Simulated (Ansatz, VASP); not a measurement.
## ZnS in VASP and in Ansatz

```
Zn S
1.0
     0.00000    2.70465    2.70465
     2.70465    0.00000    2.70465
     2.70465    2.70465    0.00000
Zn S
1 1
Direct
  0.00000 0.00000 0.03137
  0.75000 0.75000 0.75000
```

Alike in both runs: task single point; functional PBE; k mesh 8 × 8 × 8; occupations fermi-dirac, width 0.01 eV; no spin polarisation.

|  | VASP | Ansatz |
| --- | --- | --- |
| version | VASP 6.6.1 | Ansatz 0.2.0 |
| potentials or method | VASP PAW PBE potentials, release 64 (Zn, S), cutoff 520 eV | all-electron LAPW, scalar-relativistic |

|  | VASP | Ansatz | Ansatz less VASP |
| --- | --- | --- | --- |
| gap on the k mesh at the Fermi level (eV) | 2.03 | 2.03 | -0.004 |
| pressure (GPa) | 2.0 | 1.9 | -0.15 |
| traceless stress, the component that is largest in VASP (GPa) | -2.00 | -1.97 | +0.032 |
| rms of the force components (eV/Å) | 0.421 | 0.417 | -0.0033 |

Atom by atom the forces differ by 0.003 eV/Å (rms over components). Ansatz ran all-electron here, and VASP with PAW potentials.
